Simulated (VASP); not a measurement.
# SiC2 (P6/mmm) in VASP: further runs, part 2 of 2

VASP 6.6.1. The steps go on from the part before.

**4. Relaxation of cell and atoms, PBE**

This run uses another cell than the first one, of 14.93 Å³/atom.

The input, INCAR:

```
ALGO = Normal
EDIFF = 1E-6
EDIFFG = -0.01
ENCUT = 600
GGA = PE
IBRION = 2
ISIF = 3
ISMEAR = 0
LASPH = T
LCHARG = F
LREAL = F
LWAVE = F
NELM = 100
NSW = 100
PREC = Accurate
SIGMA = 0.1
```

The input, KPOINTS:

```
k-points
0
Gamma
  24 24 6
```

The input, POSCAR:

```
SiC2
1.0
    2.4736564936      0.0000000000      0.0000000000
   -1.2368282468      2.1422493637      0.0000000000
    0.0000000000      0.0000000000      8.4537281864
Si C
1 2
Direct
    0.0000000000      0.0000000000      0.5000000000
    0.6666666667      0.3333333333      0.0000000000
    0.3333333333      0.6666666667      0.0000000000
```

Potentials or basis: VASP PAW PBE potentials, release 64 (Si, C).

Run with:

```sh
> cat potpaw_PBE.64/Si/POTCAR potpaw_PBE.64/C/POTCAR > POTCAR
> mpirun -np 1 vasp_std > vasp.out
```

OUTCAR:

```text
EDIFF = 1E-6
   EDIFFG = -0.01
   ENCUT = 600
   GGA = PE
   IBRION = 2
   ISIF = 3
   ISMEAR = 0
   LASPH = T
   LREAL = F
   NELM = 100
   NSW = 100
   PREC = Accurate

 ion  position               nearest neighbor table
   1  0.000  0.000  0.500-
   2  0.667  0.333  0.000-   3 1.43   3 1.43   3 1.43
   3  0.333  0.667  0.000-   2 1.43   2 1.43   2 1.43

  LATTYP: Found a hexagonal cell.
 ALAT       =     2.4736564936
 C/A-ratio  =     3.4175028781

  Lattice vectors:

 A1 = (   2.4736564936,   0.0000000000,   0.0000000000)
 A2 = (  -1.2368282468,   2.1422493637,   0.0000000000)
 A3 = (   0.0000000000,   0.0000000000,   8.4537281864)

Analysis of symmetry for initial positions (statically):
=====================================================================
 Subroutine PRICEL returns:
 Original cell was already a primitive cell.

 Routine SETGRP: Setting up the symmetry group for a
 hexagonal supercell.

 Subroutine GETGRP returns: Found 24 space group operations
 (whereof 24 operations were pure point group operations)
 out of a pool of 24 trial point group operations.

The static configuration has the point symmetry D_6h.

Analysis of symmetry for dynamics (positions and initial velocities):
=====================================================================
 Subroutine PRICEL returns:
 Original cell was already a primitive cell.

 Routine SETGRP: Setting up the symmetry group for a
 hexagonal supercell.

 Subroutine GETGRP returns: Found 24 space group operations
 (whereof 24 operations were pure point group operations)
 out of a pool of 24 trial point group operations.

The dynamic configuration has the point symmetry D_6h.

 Subroutine INISYM returns: Found 24 space group operations
 (whereof 24 operations are pure point group operations),
 and found     1 'primitive' translations

----------------------------------------------------------------------------------------

                                     Primitive cell

  volume of cell :      44.7979

  direct lattice vectors                    reciprocal lattice vectors
     2.473656494  0.000000000  0.000000000     0.404259849  0.233399533  0.000000000
    -1.236828247  2.142249364  0.000000000     0.000000000  0.466799065  0.000000000
     0.000000000  0.000000000  8.453728186     0.000000000  0.000000000  0.118291005

  length of vectors
     2.473656494  2.473656494  8.453728186     0.466799065  0.466799065  0.118291005

  position of ions in fractional coordinates (direct lattice)
     0.000000000  0.000000000  0.500000000
     0.666666667  0.333333333  0.000000000
     0.333333333  0.666666667  0.000000000

  ion indices of the primitive-cell ions
   primitive index   ion index
                 1           1
                 2           2
                 3           3

----------------------------------------------------------------------------------------

 KPOINTS: k-points

Automatic generation of k-mesh.
 Grid dimensions read from file:
[... 52 lines left out ...]
   ions per type =               1   2
   NGX,Y,Z   is equivalent  to a cutoff of  13.44, 13.44, 13.77 a.u.
   NGXF,Y,Z  is equivalent  to a cutoff of  26.88, 26.88, 27.53 a.u.
 SYSTEM =  unknown system
   PREC   = accura    normal or accurate (medium, high low for compatibility)
   ISTART =      0    job   : 0-new  1-cont  2-samecut
   ICHARG =      2    charge: 1-file 2-atom 10-const
   ISPIN  =      1    spin polarized calculation?
   LNONCOLLINEAR =      F non collinear calculations
   LSORBIT =      F    spin-orbit coupling
   LASPH  =      T    aspherical Exc in radial PAW
   ENCUT  =  600.0 eV  44.10 Ry    6.64 a.u.   4.94  4.94 16.88*2*pi/ulx,y,z
   NELM   =    100;   NELMIN=  2; NELMDL= -5     # of ELM steps
   EDIFF  = 0.1E-05   stopping-criterion for ELM
   LREAL  =      F    real-space projection
   EDIFFG = -.1E-01   stopping-criterion for IOM
   NSW    =    100    number of steps for IOM
   IBRION =      2    ionic relax: 0-MD 1-quasi-New 2-CG
   NFREE  =      1    steps in history (QN), initial steepest desc. (CG)
   ISIF   =      3    stress and relaxation
   ISYM   =      2    0-nonsym 1-usesym 2-fastsym
   POTIM  = 0.5000    time-step for ionic-motion
   TEBEG  =    0.0;   TEEND  =   0.0 temperature during run
   PSTRESS=    0.0 pullay stress
   NELECT =      12.0000    total number of electrons
   NUPDOWN=      -1.0000    fix difference up-down
   EMIN   =  10.00;   EMAX   =-10.00  energy-range for DOS
   EFERMI =   0.00;   METHOD = LEGACY
   ISMEAR =     0;   SIGMA  =   0.10  broadening in eV -4-tet -1-fermi 0-gaus
   EFERMI_NEDOS =   21; number of points for ismear=-14 and -15
   IALGO  =     38    algorithm
   IMIX   =      4    mixing-type and parameters
     AMIX     =   0.40;   BMIX     =  1.00
     AMIX_MAG =   1.60;   BMIX_MAG =  1.00
  volume/ion in A,a.u.               =      14.93       100.77
  Fermi-wavevector in a.u.,A,eV,Ry     =   1.055316  1.994259 15.152709  1.113693
  Thomas-Fermi vector in A             =   2.190510
   LORBIT       =      0    0 simple, 1 ext, 2 COOP (PROOUT), +10 PAW based schemes
   GGA     = PE    functional components
   LHFCALC =     F    Hartree Fock is set to
   AEXX    =    0.0000 exact exchange contribution
   IVDW    =     0    specifies the selected vdW correction
   LEPSILON=     F    determine dielectric tensor
   LRPA    =     F    only Hartree local field effects (RPA)
 conjugate gradient relaxation of ions
 non-spin polarized calculation
 Gauss-broadening in eV      SIGMA  =   0.10
  energy-cutoff  :      600.00
  volume of cell :       44.80
 maximum number of plane-waves:      1542
 NGX is ok and might be reduce to    20
   NGX =  9   NGY =  9   NGZ = 33

--------------------------------------- Ionic step        1  -------------------------------------------

 number of electron      12.0000000 magnetization

 Free energy of the ion-electron system (eV)
  ---------------------------------------------------
  ext. energy  EPLUGINS =         0.00000000
  ---------------------------------------------------
  free energy    TOTEN  =       -22.91403355 eV

  energy without entropy =      -22.91126917  energy(sigma->0) =      -22.91265136

------------------------ aborting loop because EDIFF is reached ----------------------------------------

  FORCE on cell =-STRESS in cart. coord.  units (eV):
  Direction    XX          YY          ZZ          XY          YZ          ZX
  --------------------------------------------------------------------------------------
  -------------------------------------------------------------------------------------
  Total       -0.2032262     -0.2032262      0.0388700     -0.0000000      0.0000000      0.0000000
  in kB       -7.2682969     -7.2682969      1.3901702     -0.0000000      0.0000000      0.0000000
  external PRESSURE =      -4.3821412 kB  Pullay stress =       0.0000000 kB
[... 209 lines left out ...]
--------------------------------------- Ionic step        7  -------------------------------------------

 number of electron      11.9999999 magnetization

 Free energy of the ion-electron system (eV)
  ---------------------------------------------------
  ext. energy  EPLUGINS =         0.00000000
  ---------------------------------------------------
  free energy    TOTEN  =       -22.91444063 eV

  energy without entropy =      -22.91165556  energy(sigma->0) =      -22.91304809

 E-fermi :   3.8059     XC(G=0):  -8.7924

 val. band max:        3.7815236274   @ k =   0.2083   0.2083   0.0000
 cond. band min:       3.8073881635   @ k =   0.2500   0.1667   0.1667
 fundamental gap:      0.0258645362
 Fermi energy:         3.8058772621

 k-point     1 :       0.0000    0.0000    0.0000
  band No.  band energies     occupation
      1     -15.6117      2.00000
      2      -8.9996      2.00000
      3      -3.7587      2.00000
      4      -0.1042      2.00000
      5       0.8113      2.00000
      6       0.8113      2.00000
      7       6.2848      0.00000
      8      11.5490      0.00000
      9      12.1286      0.00000
     10      12.1286      0.00000
[... 287 lines left out ...]
 k-point    24 :       0.4583    0.0417    0.0000
  band No.  band energies     occupation
      1     -10.5352      2.00000
      2      -9.1369      2.00000
      3      -2.6728      2.00000
      4      -2.0248      2.00000
      5      -0.4432      2.00000
      6       1.4764      2.00000
      7       5.4657      0.00000
      8       6.5372      0.00000
      9       8.7248      0.00000
     10      11.1356      0.00000

 [... further k-points ...]

------------------------ aborting loop because EDIFF is reached ----------------------------------------

  FORCE on cell =-STRESS in cart. coord.  units (eV):
  Direction    XX          YY          ZZ          XY          YZ          ZX
  --------------------------------------------------------------------------------------
  -------------------------------------------------------------------------------------
  Total       -0.0080915     -0.0080915      0.0260448      0.0000000     -0.0000000      0.0000000
  in kB       -0.2886003     -0.2886003      0.9289360      0.0000000     -0.0000000      0.0000000
  external PRESSURE =       0.1172451 kB  Pullay stress =       0.0000000 kB
[... 18 lines left out ...]
  FREE ENERGIE OF THE ION-ELECTRON SYSTEM (eV)
  ---------------------------------------------------
  free  energy   TOTEN  =       -22.9144406265 eV

  energy  without entropy=      -22.9116555560  energy(sigma->0) =      -22.91304809

 reached required accuracy - stopping structural energy minimisation
```

OSZICAR:

```text
N       E                     dE             d eps       ncg     rms          rms(c)
DAV:   1     0.364756397490E+02    0.36476E+02   -0.60282E+03  4880   0.114E+03
DAV:   2    -0.214774612022E+02   -0.57953E+02   -0.55550E+02  7038   0.175E+02
[... 40 lines left out ...]
   6 F= -.22914351E+02 E0= -.22912959E+02  d E =-.659864E-04
       N       E                     dE             d eps       ncg     rms          rms(c)
DAV:   1    -0.229153636139E+02   -0.10127E-02   -0.29788E-02  4912   0.127E+00    0.110E-01
DAV:   2    -0.229147021996E+02    0.66141E-03   -0.82515E-04  4984   0.209E-01    0.579E-02
DAV:   3    -0.229144407354E+02    0.26146E-03   -0.78238E-04  5212   0.173E-01    0.147E-02
DAV:   4    -0.229144409167E+02   -0.18128E-06   -0.12617E-05  5374   0.299E-02    0.911E-03
DAV:   5    -0.229144406265E+02    0.29017E-06   -0.31903E-06  5448   0.137E-02
   7 F= -.22914441E+02 E0= -.22913048E+02  d E =-.155819E-03
```

Wall time 8.2 min (1 thread of Intel Xeon 8259CL, shared host); peak memory 0.28 GiB.

Results:

- Free energy: -22.9144 eV
- Relaxed volume: 14.97 Å³/atom
- Relaxed cell: a = 2.471 Å, b = 2.471 Å, c = 8.496 Å, α = 90.00°, β = 90.00°, γ = 120.00°
- Space group after relaxing (to 0.1 Å): P6/mmm (No. 191)
- Energy gained by relaxing: 0.1 meV/atom
- Ionic steps: 7
- Pressure after relaxing: 0.0 GPa
- Band gap on the k mesh: zero (bands 6 and 7 overlap by 1.25 eV)

Step by step:
```tsv
step	energy change (eV)	largest force (eV/Å)	pressure (GPa)	volume (Å³)
1	0.0000	0.0000	-0.44	44.80
2	0.0005	0.0000	0.91	44.53
3	-0.0003	0.0000	0.06	44.70
4	-0.0003	0.0000	0.04	44.70
5	-0.0003	0.0000	0.04	44.72
6	-0.0003	0.0000	0.04	44.79
7	-0.0004	0.0000	0.01	44.92
```

Final structure:
```
CELL_PARAMETERS angstrom
2.47087 0.00000 0.00000
-1.23543 2.13983 0.00000
0.00000 0.00000 8.49603
ATOMIC_POSITIONS crystal
Si 0.00000 0.00000 0.50000
C 0.66667 0.33333 0.00000
C 0.33333 0.66667 0.00000
```

Levels at points of the mesh, in eV from the Fermi level:
```tsv
k point	band 2	band 3	band 4	band 5	band 6	band 7	band 8	band 9	band 10
(0.00, 0.00, 0.00)	-12.81	-7.56	-3.91	-2.99	-2.99	2.48	7.74	8.32	8.32
(0.50, 0.00, 0.00)	-13.15	-6.35	-5.57	-4.61	-2.30	1.60	2.86	4.68	7.37
(0.00, 0.00, 0.50)	-12.81	-7.52	-4.04	-2.99	-2.99	3.51	5.27	8.32	8.32
(0.50, 0.00, 0.50)	-13.15	-6.35	-5.58	-4.61	-2.29	1.72	2.67	4.59	7.37
```

The gap in the log of VASP goes by the Fermi energy; the results here count the filled bands.